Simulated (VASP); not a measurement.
# Y3LuO2 (R-3m) in VASP: a series of runs

The runs below take Y3LuO2 through single point, with PBE.

All numbers are computed with VASP 6.6.1; they aren't measurements. Logs are shortened: lines on timing, memory, paths and dates and some standing lists are left out, and cuts for length are marked.

### 1 The cell of the first run

The structure is trigonal, space group R-3m (No. 166). The conventional cell has a = 6.677 Å, b = 6.677 Å, c = 10.192 Å, α = 90.00°, β = 90.00°, γ = 120.00°. Within 2.6 Å of Y (site symmetry 2/m) lie 2 O at 1.95 Å. Lu (site symmetry -3m) has 12 Y at 3.34 to 3.91 Å and 8 O at 3.69 to 3.87 Å within 4.4 Å. Within 2.6 Å of O (site symmetry 3m) lie 3 Y at 1.95 Å.

### 2 Single point, PBE

File INCAR:

```
SYSTEM = Y3LuO2
  ALGO = Normal
  EDIFF = 1E-6
  ENCUT = 520
  GGA = PE
  ISIF = 2
  ISMEAR = 0
  LASPH = .TRUE.
  LCHARG = .FALSE.
  LREAL = .FALSE.
  LWAVE = .FALSE.
  NBANDS = 44
  NELM = 80
  PREC = Accurate
  SIGMA = 0.1
```

File KPOINTS:

```
k-points
0
G
  3 3 3
  0 0 0
```

File POSCAR:

```
Y3LuO2
1.0
    3.3385273100      1.9274996400      3.3972782600
   -3.3385273100      1.9274996400      3.3972782600
    0.0000000000     -3.8549992800      3.3972782600
Y Lu O
3 1 2
Direct
    0.5000000000      0.5000000000      0.0000000000
    0.0000000000      0.5000000000      0.5000000000
    0.5000000000      0.0000000000      0.5000000000
    0.0000000000      0.0000000000      0.0000000000
    0.6381672500      0.6381672500      0.6381672500
    0.3618327500      0.3618327500      0.3618327500
```

Potentials or basis: VASP PAW PBE potentials, release 64 (Y_sv, Lu, O).

Launch:

```
$ cat potpaw_PBE.64/Y_sv/POTCAR potpaw_PBE.64/Lu/POTCAR potpaw_PBE.64/O/POTCAR > POTCAR
$ mpirun -np 1 vasp_std > vasp.out
```

OUTCAR:

```text
SYSTEM = Y3LuO2
   EDIFF = 1E-6
   ENCUT = 520
   GGA = PE
   ISIF = 2
   ISMEAR = 0
   LASPH = .TRUE.
   LREAL = .FALSE.
   NELM = 80
   PREC = Accurate

 ion  position               nearest neighbor table
   1  0.500  0.500  0.000-   5 1.95   6 1.95   2 3.34   3 3.34   3 3.34   2 3.34   4 3.34   4 3.34
                             4 3.91   4 3.91   3 3.91   2 3.91   2 3.91   3 3.91
   2  0.000  0.500  0.500-   5 1.95   6 1.95   1 3.34   4 3.34   4 3.34   1 3.34   3 3.34   3 3.34
                             3 3.91   3 3.91   1 3.91   4 3.91   1 3.91   4 3.91
   3  0.500  0.000  0.500-   5 1.95   6 1.95   1 3.34   4 3.34   1 3.34   4 3.34   2 3.34   2 3.34
                             2 3.91   2 3.91   1 3.91   4 3.91   4 3.91   1 3.91
   4  0.000  0.000  0.000-   2 3.34   3 3.34   2 3.34   3 3.34   1 3.34   1 3.34   1 3.91   1 3.91
                             2 3.91   3 3.91   3 3.91   2 3.91
   5  0.638  0.638  0.638-   1 1.95   2 1.95   3 1.95
   6  0.362  0.362  0.362-   1 1.95   2 1.95   3 1.95

  LATTYP: Found a trigonal (rhomboedric) cell.
 ALAT       =     5.1383381591
 COS(alpha) =     0.1557044550

  Lattice vectors:

 A1 = (   3.3385273100,   1.9274996400,   3.3972782600)
 A2 = (  -3.3385273100,   1.9274996400,   3.3972782600)
 A3 = (   0.0000000000,  -3.8549992800,   3.3972782600)

Analysis of symmetry for initial positions (statically):
=====================================================================
 Subroutine PRICEL returns:
 Original cell was already a primitive cell.

 Routine SETGRP: Setting up the symmetry group for a
 trigonal (rhombohedral) supercell.

 Subroutine GETGRP returns: Found 12 space group operations
 (whereof 12 operations were pure point group operations)
 out of a pool of 12 trial point group operations.

The static configuration has the point symmetry D_3d.

Analysis of symmetry for dynamics (positions and initial velocities):
=====================================================================
 Subroutine PRICEL returns:
 Original cell was already a primitive cell.

 Routine SETGRP: Setting up the symmetry group for a
 trigonal (rhombohedral) supercell.

 Subroutine GETGRP returns: Found 12 space group operations
 (whereof 12 operations were pure point group operations)
 out of a pool of 12 trial point group operations.

The dynamic configuration has the point symmetry D_3d.

 Subroutine INISYM returns: Found 12 space group operations
 (whereof 12 operations are pure point group operations),
[... 86 lines left out ...]
   LREAL  =      F    real-space projection
   EDIFFG = 0.1E-04   stopping-criterion for IOM
   NSW    =      0    number of steps for IOM
   IBRION =     -1    ionic relax: 0-MD 1-quasi-New 2-CG
   NFREE  =      0    steps in history (QN), initial steepest desc. (CG)
   ISIF   =      2    stress and relaxation
   ISYM   =      2    0-nonsym 1-usesym 2-fastsym
   POTIM  = 0.5000    time-step for ionic-motion
   TEBEG  =    0.0;   TEEND  =   0.0 temperature during run
   PSTRESS=    0.0 pullay stress
   NELECT =      70.0000    total number of electrons
   NUPDOWN=      -1.0000    fix difference up-down
   EMIN   =  10.00;   EMAX   =-10.00  energy-range for DOS
   EFERMI =   0.00;   METHOD = LEGACY
   ISMEAR =     0;   SIGMA  =   0.10  broadening in eV -4-tet -1-fermi 0-gaus
   EFERMI_NEDOS =   21; number of points for ismear=-14 and -15
   IALGO  =     38    algorithm
   IMIX   =      4    mixing-type and parameters
     AMIX     =   0.40;   BMIX     =  1.00
     AMIX_MAG =   1.60;   BMIX_MAG =  1.00
  volume/ion in A,a.u.               =      21.86       147.53
  Fermi-wavevector in a.u.,A,eV,Ry     =   1.327895  2.509357 23.991212  1.763304
  Thomas-Fermi vector in A             =   2.457173
   LORBIT       =      0    0 simple, 1 ext, 2 COOP (PROOUT), +10 PAW based schemes
   GGA     = PE    functional components
   LHFCALC =     F    Hartree Fock is set to
   AEXX    =    0.0000 exact exchange contribution
   IVDW    =     0    specifies the selected vdW correction
   LEPSILON=     F    determine dielectric tensor
   LRPA    =     F    only Hartree local field effects (RPA)
 non-spin polarized calculation
 Gauss-broadening in eV      SIGMA  =   0.10
  energy-cutoff  :      520.00
  volume of cell :      131.17
 maximum number of plane-waves:      3565
 NGX is ok and might be reduce to    40
   NGX = 19   NGY = 19   NGZ = 19

 number of electron      70.0000011 magnetization

 Free energy of the ion-electron system (eV)
  ---------------------------------------------------
  ext. energy  EPLUGINS =         0.00000000
  ---------------------------------------------------
  free energy    TOTEN  =       -40.30475346 eV

  energy without entropy =      -40.28157318  energy(sigma->0) =      -40.29316332

 E-fermi :   3.5387     XC(G=0): -10.0410

 val. band max:        3.4637596861   @ k =  -0.3333   0.3333   0.0000
 cond. band min:       3.5640447486   @ k =   0.0000   0.0000   0.0000
 fundamental gap:      0.1002850625
 Fermi energy:         3.5386889640

 k-point     1 :       0.0000    0.0000    0.0000
  band No.  band energies     occupation
      1     -53.3408      2.00000
      2     -38.5896      2.00000
      3     -38.4337      2.00000
      4     -38.4337      2.00000
      5     -24.0060      2.00000
      6     -24.0018      2.00000
[... 271 lines left out ...]
     43       6.6385      0.00000
     44       6.7793      0.00000

------------------------ aborting loop because EDIFF is reached ----------------------------------------

  FORCE on cell =-STRESS in cart. coord.  units (eV):
  Direction    XX          YY          ZZ          XY          YZ          ZX
  --------------------------------------------------------------------------------------
  -------------------------------------------------------------------------------------
  Total       33.3162750     33.3162750      0.0410432      0.0000000      0.0000000      0.0000000
  in kB      406.9447140    406.9447136      0.5013260      0.0000000      0.0000000      0.0000000
  external PRESSURE =     271.4635845 kB  Pullay stress =       0.0000000 kB

 VOLUME and BASIS-vectors are now :
 -----------------------------------------------------------------------------
  energy-cutoff  :      520.00
  volume of cell :      131.17
      direct lattice vectors                 reciprocal lattice vectors
     3.338527310  1.927499640  3.397278260     0.149766635  0.086467807  0.098117760
    -3.338527310  1.927499640  3.397278260    -0.149766635  0.086467807  0.098117760
     0.000000000 -3.854999280  3.397278260     0.000000000 -0.172935614  0.098117760

 POSITION                                       TOTAL-FORCE (eV/Angst)
 -----------------------------------------------------------------------------------
      0.00000      1.92750      3.39728         0.000000     -0.000000     -0.000000
     -1.66926     -0.96375      3.39728         0.000000     -0.000000     -0.000000
      1.66926     -0.96375      3.39728         0.000000     -0.000000      0.000000
      0.00000      0.00000      0.00000         0.000000     -0.000000     -0.000000
      0.00000      0.00000      6.50410         0.000000      0.000000     -1.479355
      0.00000      0.00000      3.68774         0.000000     -0.000000      1.479355
 -----------------------------------------------------------------------------------
    total drift:                                0.000000      0.000000     -0.000000

  FREE ENERGIE OF THE ION-ELECTRON SYSTEM (eV)
  ---------------------------------------------------
  free  energy   TOTEN  =       -40.3047534562 eV

  energy  without entropy=      -40.2815731766  energy(sigma->0) =      -40.29316332
```

Wall time 34 s (1 thread of Intel Xeon 6975P-C (Granite Rapids), shared host); peak memory 0.26 GiB.

What came out:

- Free energy: -40.3048 eV
- Pressure: 27.1 GPa
- Largest force: 1.479 eV/Å
- Band gap on the k mesh: zero (band 35 reaches 3.58 eV, above the bottom of band 36 at 3.10 eV)

Forces on the atoms (eV/Å):
```
Y    0.000  0.000  0.000
Y    0.000  0.000  0.000
Y    0.000  0.000  0.000
Lu   0.000  0.000  0.000
O    0.000  0.000 -1.479
O    0.000  0.000  1.479
```

Caveat: the k points lie up to 0.42 Å⁻¹ apart; spin-orbit coupling is left out, which moves the levels of the heavy elements; forces of over 1 eV/Å act on the atoms, so gaps and moduli don't describe the material at rest.

### 3 Single point, PBE

This run uses another cell than the first one, of 23.29 Å³/atom, 1.065 times its volume.

File INCAR:

```
SYSTEM = Y3LuO2
PREC     = Accurate       ! precision mode
ENCUT    = 520            ! plane-wave cutoff, eV
EDIFF    = 1E-6           ! SCF threshold, eV
ISMEAR   = 0              ! smearing method
SIGMA    = 0.1            ! smearing width, eV
LREAL    = .FALSE.        ! projectors in reciprocal space
LASPH    = .TRUE.         ! aspherical terms in the spheres
NELM     = 60             ! most SCF steps
ALGO     = Normal         ! electronic algorithm
ISIF     = 2              ! what is computed and relaxed
LWAVE    = .FALSE.        ! write WAVECAR
LCHARG   = .FALSE.        ! write CHGCAR
GGA      = PE             ! functional
NBANDS   = 44             ! bands
```

File KPOINTS:

```
Automatic mesh
0
G
  3 3 3
  0 0 0
```

File POSCAR:

```
Y3LuO2
1.0
    3.6559550016      2.1107666043      3.0181476653
   -3.6559550016      2.1107666043      3.0181476653
    0.0000000000     -4.2215332086      3.0181476653
Y Lu O
3 1 2
Direct
    0.5000000000      0.5000000000      0.0000000000
    0.0000000000      0.5000000000      0.5000000000
    0.5000000000      0.0000000000      0.5000000000
    0.0000000000      0.0000000000      0.0000000000
    0.7581992105      0.7581992105      0.7581992105
    0.2418007895      0.2418007895      0.2418007895
```

Potentials or basis: VASP PAW PBE potentials, release 64 (Y_sv, Lu, O).

Launch:

```
$ cat potpaw_PBE.64/Y_sv/POTCAR potpaw_PBE.64/Lu/POTCAR potpaw_PBE.64/O/POTCAR > POTCAR
$ mpirun -np 1 vasp_std > vasp.out
```

It took 33 s on 1 thread of Intel Xeon 6975P-C (Granite Rapids), shared host; peak memory 0.26 GiB.

It converged, with:

```
Free energy            : -45.0108 eV
Pressure               : 0.2 GPa
Largest force          : 0.071 eV/Å
Band gap on the k mesh : zero (band 35 reaches 3.55 eV, above the bottom of band 36 at 2.81 eV)
```

Forces in eV/Å, atoms in the order of the input:
```
Y    0.000  0.000  0.000
Y    0.000  0.000  0.000
Y    0.000  0.000  0.000
Lu   0.000  0.000  0.000
O    0.000  0.000 -0.071
O    0.000  0.000  0.071
```

Stress tensor (GPa, compression positive):
```
0.09 0.00 0.00
0.00 0.09 0.00
0.00 0.00 0.40
```

Levels at points of the mesh, in eV from the Fermi level:
```
           k point  band 33  band 34  band 35  band 36  band 37  band 38
(0.00, 0.00, 0.00)    -0.94    -0.88    -0.88    -0.61    -0.61     1.42
```

Caveat: the k points lie up to 0.40 Å⁻¹ apart; spin-orbit coupling is left out, which moves the levels of the heavy elements.
